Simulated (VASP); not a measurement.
## Si2Mo: relaxation of cell and atoms with PBEsol+U

The system is Si2Mo.

```
Mo Si
1.0
     4.58547    0.00000    0.00000
    -2.29274    3.97113    0.00000
     0.00000    0.00000    6.57976
Mo Si
3 6
Direct
  0.50000 0.50000 0.83333
  0.00000 0.50000 0.16667
  0.50000 0.00000 0.50000
  0.16387 0.32775 0.50000
  0.67225 0.83613 0.16667
  0.83613 0.16387 0.83333
  0.83613 0.67225 0.50000
  0.32775 0.16387 0.16667
  0.16387 0.83613 0.83333
```

```json
{
 "Program": "VASP 6.6.1",
 "Task": "relaxation of cell and atoms",
 "Functional": "PBEsol",
 "Potentials or basis": "VASP PAW PBE potentials, release 64 (Mo_sv, Si)",
 "Cutoff": "500 eV",
 "k mesh": "7 × 7 × 4",
 "Occupations": "fermi-dirac, width 0.05 eV",
 "Spin": "no spin polarisation",
 "Hubbard terms": "Mo d U = 1.0 eV",
 "Dipole correction": "no",
 "Further INCAR settings": "ALGO = Normal; EDIFF = 1e-07; IBRION = 2; EDIFFG = -0.01; NSW = 60; ISIF = 3"
}
```

```
Relaxed volume                        : 13.28 Å³/atom
Relaxed cell                          : a = 4.582 Å, b = 4.582 Å, c = 6.573 Å, α = 90.00°, β = 90.00°, γ = 120.00°
Space group after relaxing (to 0.1 Å) : P6_222 (No. 180)
Energy gained by relaxing             : 0.1 meV/atom
Ionic steps                           : 5
Pressure after relaxing               : 0.0 GPa
Largest force after relaxing          : 0.004 eV/Å
Band gap on the k mesh                : 0.32 eV (least direct gap 0.69 eV)
```

Forces on the atoms (eV/Å):
```
Mo   0.000  0.000  0.000
Mo   0.000  0.000  0.000
Mo   0.000  0.000  0.000
Si   0.000  0.004  0.000
Si  -0.004 -0.002  0.000
Si  -0.004  0.002  0.000
Si   0.000 -0.004  0.000
Si   0.004  0.002  0.000
Si   0.004 -0.002  0.000
```

Step by step:
```
step  energy change (eV)  largest force (eV/Å)  pressure (GPa)  volume (Å³)
   1              0.0000                0.0231           -0.58       119.81
   2              0.0009                0.0015            0.96       118.99
   3             -0.0006                0.0145            0.02       119.48
   4             -0.0006                0.0147            0.01       119.49
   5             -0.0007                0.0043            0.00       119.50
```

Final structure:
```cif
data_structure
_symmetry_space_group_name_H-M 'P 1'
_symmetry_Int_Tables_number 1
_cell_length_a 4.5819
_cell_length_b 4.5819
_cell_length_c 6.5729
_cell_angle_alpha 90.000
_cell_angle_beta 90.000
_cell_angle_gamma 120.000
_cell_volume 119.50
loop_
_atom_site_label
_atom_site_type_symbol
_atom_site_fract_x
_atom_site_fract_y
_atom_site_fract_z
_atom_site_occupancy
Mo1 Mo 0.50000 0.50000 0.83333 1
Mo2 Mo 0.00000 0.50000 0.16667 1
Mo3 Mo 0.50000 0.00000 0.50000 1
Si1 Si 0.16401 0.32801 0.50000 1
Si2 Si 0.67199 0.83599 0.16667 1
Si3 Si 0.83599 0.16401 0.83333 1
Si4 Si 0.83599 0.67199 0.50000 1
Si5 Si 0.32801 0.16401 0.16667 1
Si6 Si 0.16401 0.83599 0.83333 1
```

Levels at points of the mesh, in eV from the valence-band top:
```tsv
k point	band 29	band 30	band 31	band 32	band 33	band 34	band 35	band 36	band 37	band 38
(0.00, 0.00, 0.00)	-2.92	-2.92	-2.61	-2.01	-0.75	2.19	2.49	2.49	2.61	2.64
(0.00, 0.00, 0.50)	-2.21	-2.21	-1.98	-0.63	-0.63	1.98	2.43	2.44	2.44	2.70
```

Eigenvalues of the final occupation matrices:
```tsv
site	spin	trace	eigenvalues
site 1 d	1	2.14	0.35 0.40 0.44 0.45 0.51
site 1 d	2	2.14	0.35 0.40 0.44 0.45 0.51
site 2 d	1	2.14	0.35 0.40 0.44 0.45 0.51
site 2 d	2	2.14	0.35 0.40 0.44 0.45 0.51
site 3 d	1	2.14	0.35 0.40 0.44 0.45 0.51
site 3 d	2	2.14	0.35 0.40 0.44 0.45 0.51
```

Run time: 6.4 min on 1 thread of Oxide Virtual Turin-like Processor, with other jobs on the host, peak memory 0.26 GiB.

Caveat: the PAW data sets were made with another functional, which shifts forces and pressure a little; the U is typed as a test and isn't derived for this compound. A k mesh can miss the band edges.
